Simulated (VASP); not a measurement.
# TaWC2 (Cmmm) in VASP: relaxation of cell and atoms with PBE

Aim: the relaxation of cell and atoms of TaWC2 with PBE.

Everything below comes from runs of VASP 6.6.1. Logs are shortened: lines on timing, memory, paths and dates and some standing lists are left out, and cuts for length are marked.

**1. The cell of the first run**

It takes space group Cmmm (No. 65, orthorhombic). The conventional cell has a = 5.013 Å, b = 5.806 Å, c = 3.894 Å, α = 90.00°, β = 90.00°, γ = 90.00°. Within 3.3 Å of Ta (site symmetry mmm) lie 4 W at 2.51 to 2.90 Å and 4 C at 2.63 Å. W (site symmetry mmm) has 4 C at 2.08 Å and 4 Ta at 2.51 to 2.90 Å within 3.0 Å. C (site symmetry 2mm) has 1 C at 1.48 Å within 2.0 Å.

The cell was built from a structure type or drawn by symmetry, and may not be a known phase.

**2. Relaxation of cell and atoms, PBE**

Input file INCAR:

```
SYSTEM = TaWC2
PREC = Accurate
ENCUT = 600
EDIFF = 1E-6
ISMEAR = 0
SIGMA = 0.1
LREAL = .False.
LASPH = .True.
NELM = 100
ALGO = Normal
ISIF = 3
LWAVE = .False.
LCHARG = .False.
GGA = PE
IBRION = 2
NSW = 100
EDIFFG = -0.01
```

Input file KPOINTS:

```
regular mesh
0
Gamma
  12 12 12
  0 0 0
```

Input file POSCAR:

```
TaWC2
1.0
    2.5065746654     -2.9027724567      0.0000000000
    2.5065746654      2.9027724567      0.0000000000
    0.0000000000      0.0000000000      3.8944719450
Ta W C
1 1 2
Direct
    0.5000000000      0.5000000000      0.5000000000
    0.0000000000      0.0000000000      0.5000000000
    0.8519031076      0.8519031076      0.0000000000
    0.1480968924      0.1480968924      0.0000000000
```

Potentials or basis: VASP PAW PBE potentials, release 64 (Ta_pv, W_sv, C).

Launch:

```
> cat potpaw_PBE.64/Ta_pv/POTCAR potpaw_PBE.64/W_sv/POTCAR potpaw_PBE.64/C/POTCAR > POTCAR
> mpirun -np 1 vasp_std > vasp.out
```

OUTCAR:

```text
SYSTEM = TaWC2
   PREC = Accurate
   ENCUT = 600
   EDIFF = 1E-6
   ISMEAR = 0
   LREAL = .False.
   LASPH = .True.
   NELM = 100
   ISIF = 3
   GGA = PE
   IBRION = 2
   NSW = 100
   EDIFFG = -0.01

 ion  position               nearest neighbor table
   1  0.500  0.500  0.500-   2 2.51   2 2.51   4 2.63   3 2.63   4 2.63   3 2.63   2 2.90   2 2.90

   2  0.000  0.000  0.500-   3 2.08   4 2.08   3 2.08   4 2.08   1 2.51   1 2.51   1 2.90   1 2.90

   3  0.852  0.852  0.000-   4 1.48   2 2.08   2 2.08   1 2.63   1 2.63
   4  0.148  0.148  0.000-   3 1.48   2 2.08   2 2.08   1 2.63   1 2.63

  LATTYP: Found a base centered orthorhombic cell.
 ALAT       =     5.0131493308
 B/A-ratio  =     1.1580634309
 C/A-ratio  =     0.7768513739

  Lattice vectors:

 A1 = (   2.5065746654,  -2.9027724567,   0.0000000000)
 A2 = (   2.5065746654,   2.9027724567,   0.0000000000)
 A3 = (   0.0000000000,   0.0000000000,   3.8944719450)

Analysis of symmetry for initial positions (statically):
=====================================================================
 Subroutine PRICEL returns:
 Original cell was already a primitive cell.

 Routine SETGRP: Setting up the symmetry group for a
 base centered orthorhombic supercell.

 Subroutine GETGRP returns: Found  8 space group operations
 (whereof  8 operations were pure point group operations)
 out of a pool of  8 trial point group operations.

The static configuration has the point symmetry D_2h.

Analysis of symmetry for dynamics (positions and initial velocities):
=====================================================================
 Subroutine PRICEL returns:
 Original cell was already a primitive cell.

 Routine SETGRP: Setting up the symmetry group for a
 base centered orthorhombic supercell.

 Subroutine GETGRP returns: Found  8 space group operations
 (whereof  8 operations were pure point group operations)
 out of a pool of  8 trial point group operations.

The dynamic configuration has the point symmetry D_2h.

 Subroutine INISYM returns: Found  8 space group operations
 (whereof  8 operations are pure point group operations),
 and found     1 'primitive' translations

----------------------------------------------------------------------------------------

                                     Primitive cell

  volume of cell :      56.6725

  direct lattice vectors                    reciprocal lattice vectors
     2.506574665 -2.902772457  0.000000000     0.199475406 -0.172249120  0.000000000
     2.506574665  2.902772457  0.000000000     0.199475406  0.172249120  0.000000000
     0.000000000  0.000000000  3.894471945     0.000000000  0.000000000  0.256774221

  length of vectors
     3.835231999  3.835231999  3.894471945     0.263553025  0.263553025  0.256774221

  position of ions in fractional coordinates (direct lattice)
     0.500000000  0.500000000  0.500000000
     0.000000000  0.000000000  0.500000000
     0.851903108  0.851903108  0.000000000
     0.148096892  0.148096892  0.000000000

  ion indices of the primitive-cell ions
   primitive index   ion index
                 1           1
                 2           2
                 3           3
                 4           4

----------------------------------------------------------------------------------------

 KPOINTS: regular mesh

Automatic generation of k-mesh.
 Grid dimensions read from file:
 generate k-points for:   12   12   12

 Generating k-lattice:

  Cartesian coordinates                     Fractional coordinates (reciprocal lattice)
     0.016622951 -0.014354093  0.000000000     0.083333333  0.000000000  0.000000000
     0.016622951  0.014354093  0.000000000     0.000000000  0.083333333  0.000000000
     0.000000000  0.000000000  0.021397852     0.000000000  0.000000000  0.083333333

  Length of vectors
     0.021962752  0.021962752  0.021397852

  Shift w.r.t. Gamma in fractional coordinates (k-lattice)
     0.000000000  0.000000000  0.000000000

 Subroutine IBZKPT returns following result:
 ===========================================

 Found    301 irreducible k-points:

 Following reciprocal coordinates:
            Coordinates               Weight
  0.000000  0.000000  0.000000      1.000000
  0.083333  0.000000  0.000000      4.000000
  0.166667  0.000000  0.000000      4.000000
  0.250000  0.000000  0.000000      4.000000
  0.333333 -0.000000  0.000000      4.000000
  0.416667 -0.000000  0.000000      4.000000
[... 16 lines left out ...]
  0.500000  0.166667  0.000000      4.000000
 -0.416667  0.166667  0.000000      4.000000
 [... further k-points ...]
   k-points           NKPTS =    301   k-points in BZ     NKDIM =    301   number of bands    NBANDS=     20
   number of dos      NEDOS =    301   number of ions     NIONS =      4
   total plane-waves  NPLWV =  32768
   dimension x,y,z NGX =    32 NGY =   32 NGZ =   32
   dimension x,y,z NGXF=    64 NGYF=   64 NGZF=   64
   ions per type =               1   1   2
   NGX,Y,Z   is equivalent  to a cutoff of  13.87, 13.87, 13.66 a.u.
   NGXF,Y,Z  is equivalent  to a cutoff of  27.74, 27.74, 27.32 a.u.
 SYSTEM =  TaWC2
   PREC   = accura    normal or accurate (medium, high low for compatibility)
   ISTART =      0    job   : 0-new  1-cont  2-samecut
   ICHARG =      2    charge: 1-file 2-atom 10-const
   ISPIN  =      1    spin polarized calculation?
   LNONCOLLINEAR =      F non collinear calculations
   LSORBIT =      F    spin-orbit coupling
   LASPH  =      T    aspherical Exc in radial PAW
   ENCUT  =  600.0 eV  44.10 Ry    6.64 a.u.   7.66  7.66  7.78*2*pi/ulx,y,z
   NELM   =    100;   NELMIN=  2; NELMDL= -5     # of ELM steps
   EDIFF  = 0.1E-05   stopping-criterion for ELM
   LREAL  =      F    real-space projection
   EDIFFG = -.1E-01   stopping-criterion for IOM
   NSW    =    100    number of steps for IOM
   IBRION =      2    ionic relax: 0-MD 1-quasi-New 2-CG
   NFREE  =      1    steps in history (QN), initial steepest desc. (CG)
   ISIF   =      3    stress and relaxation
   ISYM   =      2    0-nonsym 1-usesym 2-fastsym
   POTIM  = 0.5000    time-step for ionic-motion
   TEBEG  =    0.0;   TEEND  =   0.0 temperature during run
   PSTRESS=    0.0 pullay stress
   NELECT =      33.0000    total number of electrons
   NUPDOWN=      -1.0000    fix difference up-down
   EMIN   =  10.00;   EMAX   =-10.00  energy-range for DOS
   EFERMI =   0.00;   METHOD = LEGACY
   ISMEAR =     0;   SIGMA  =   0.10  broadening in eV -4-tet -1-fermi 0-gaus
   EFERMI_NEDOS =   21; number of points for ismear=-14 and -15
   IALGO  =     38    algorithm
   IMIX   =      4    mixing-type and parameters
     AMIX     =   0.40;   BMIX     =  1.00
     AMIX_MAG =   1.60;   BMIX_MAG =  1.00
  volume/ion in A,a.u.               =      14.17        95.61
  Fermi-wavevector in a.u.,A,eV,Ry     =   1.367064  2.583376 25.427426  1.868863
  Thomas-Fermi vector in A             =   2.493149
   LORBIT       =      0    0 simple, 1 ext, 2 COOP (PROOUT), +10 PAW based schemes
   GGA     = PE    functional components
   LHFCALC =     F    Hartree Fock is set to
   AEXX    =    0.0000 exact exchange contribution
   IVDW    =     0    specifies the selected vdW correction
   LEPSILON=     F    determine dielectric tensor
   LRPA    =     F    only Hartree local field effects (RPA)
 conjugate gradient relaxation of ions
 non-spin polarized calculation
 Gauss-broadening in eV      SIGMA  =   0.10
  energy-cutoff  :      600.00
  volume of cell :       56.67
 maximum number of plane-waves:      1916
   NGX = 15   NGY = 15   NGZ = 15

--------------------------------------- Ionic step        1  -------------------------------------------

 number of electron      32.9999999 magnetization

 Free energy of the ion-electron system (eV)
  ---------------------------------------------------
  ext. energy  EPLUGINS =         0.00000000
  ---------------------------------------------------
  free energy    TOTEN  =       -38.14422397 eV

  energy without entropy =      -38.13058640  energy(sigma->0) =      -38.13740519

------------------------ aborting loop because EDIFF is reached ----------------------------------------

  FORCE on cell =-STRESS in cart. coord.  units (eV):
  Direction    XX          YY          ZZ          XY          YZ          ZX
  --------------------------------------------------------------------------------------
  -------------------------------------------------------------------------------------
  Total        0.7378206      0.3993265      0.4202472      0.0000000      0.0000000      0.0000000
  in kB       20.8587912     11.2892870     11.8807328      0.0000000      0.0000000      0.0000000
  external PRESSURE =      14.6762703 kB  Pullay stress =       0.0000000 kB
[... 95 lines left out ...]
  FREE ENERGIE OF THE ION-ELECTRON SYSTEM (eV)
  ---------------------------------------------------
  free  energy   TOTEN  =       -38.1493810170 eV

  energy  without entropy=      -38.1362391402  energy(sigma->0) =      -38.14281008

[... ionic steps 4 to 8 ...]

--------------------------------------- Ionic step        9  -------------------------------------------

 number of electron      32.9999996 magnetization

------------------------ aborting loop because EDIFF is reached ----------------------------------------

  FORCE on cell =-STRESS in cart. coord.  units (eV):
  Direction    XX          YY          ZZ          XY          YZ          ZX
  --------------------------------------------------------------------------------------
  -------------------------------------------------------------------------------------
  Total        0.0932042      0.0493267      0.0786809     -0.0000000      0.0000000      0.0000000
  in kB        2.6240596      1.3887379      2.2151715     -0.0000000      0.0000000      0.0000000
  external PRESSURE =       2.0759897 kB  Pullay stress =       0.0000000 kB
[... 61 lines left out ...]
  energy  without entropy=      -38.1413610911  energy(sigma->0) =      -38.14789234

--------------------------------------- Ionic step       11  -------------------------------------------

 number of electron      32.9999996 magnetization

 Free energy of the ion-electron system (eV)
  ---------------------------------------------------
  ext. energy  EPLUGINS =         0.00000000
  ---------------------------------------------------
  free energy    TOTEN  =       -38.15445544 eV

  energy without entropy =      -38.14138146  energy(sigma->0) =      -38.14791845

 E-fermi :   6.2658     XC(G=0): -11.7125

 val. band max:        6.2658162745   @ k =   0.0833   0.0000   0.5000
 cond. band min:       6.2680838764   @ k =  -0.3333   0.2500   0.5000
 fundamental gap:      0.0022676019
 Fermi energy:         6.2658173566

 k-point     1 :       0.0000    0.0000    0.0000
  band No.  band energies     occupation
      1     -67.2967      2.00000
      2     -31.9451      2.00000
      3     -31.9408      2.00000
      4     -31.5022      2.00000
      5     -28.9381      2.00000
      6     -28.6570      2.00000
[... 12 lines left out ...]
     19       8.5211      0.00000
[... 513 lines left out ...]
      4     -31.5223      2.00000
      5     -28.9431      2.00000
      6     -28.6797      2.00000
[... 12 lines left out ...]
     19       7.8254      0.00000
     20       8.8691      0.00000

 [... further k-points ...]

------------------------ aborting loop because EDIFF is reached ----------------------------------------

  FORCE on cell =-STRESS in cart. coord.  units (eV):
  Direction    XX          YY          ZZ          XY          YZ          ZX
  --------------------------------------------------------------------------------------
  -------------------------------------------------------------------------------------
  Total        0.0099445     -0.0294999     -0.0047343      0.0000000      0.0000000      0.0000000
  in kB        0.2796059     -0.8294359     -0.1331120      0.0000000      0.0000000      0.0000000
  external PRESSURE =      -0.2276473 kB  Pullay stress =       0.0000000 kB
[... 19 lines left out ...]
  FREE ENERGIE OF THE ION-ELECTRON SYSTEM (eV)
  ---------------------------------------------------
  free  energy   TOTEN  =       -38.1544554410 eV

  energy  without entropy=      -38.1413814576  energy(sigma->0) =      -38.14791845

 reached required accuracy - stopping structural energy minimisation
```

Wall time 10 min (1 thread of Intel Xeon 6975P-C (Granite Rapids), shared host); peak memory 0.58 GiB.

What came out:

| Property | Result |
| --- | --- |
| Free energy | -38.1545 eV |
| Relaxed volume | 14.25 Å³/atom |
| Relaxed cell | a = 3.858 Å, b = 3.858 Å, c = 3.878 Å, α = 90.00°, β = 90.00°, γ = 99.15° |
| Space group after relaxing (to 0.1 Å) | Cmmm (No. 65) |
| Energy gained by relaxing | 2.6 meV/atom |
| Ionic steps | 11 |
| Pressure after relaxing | 0.0 GPa |
| Band gap on the k mesh | zero (an odd number of electrons rules out a gap without spin polarisation) |

Step by step:
```
step  energy change (eV)  largest force (eV/Å)  pressure (GPa)  volume (Å³)
   1              0.0000                0.4579            1.47        56.67
   2              0.0135                0.4868           -4.46        57.74
   3             -0.0052                0.1020           -0.62        57.03
   4             -0.0089                0.0370            0.05        56.85
   5             -0.0093                0.0133            0.38        56.76
   6             -0.0099                0.0813           -0.13        56.94
   7             -0.0101                0.0548            0.00        56.89
   8             -0.0101                0.0225            0.32        56.92
   9             -0.0102                0.0035            0.21        56.91
  10             -0.0102                0.0004           -0.15        57.05
  11             -0.0102                0.0014           -0.02        56.98
```

Final structure:
```
CELL_PARAMETERS angstrom
2.50160 -2.93669 0.00000
2.50160 2.93669 0.00000
0.00000 0.00000 3.87831
ATOMIC_POSITIONS crystal
Ta 0.50000 0.50000 0.50000
W 0.00000 0.00000 0.50000
C 0.84755 0.84755 0.00000
C 0.15245 0.15245 0.00000
```

Caveat: spin-orbit coupling is left out, which moves the levels of the heavy elements.
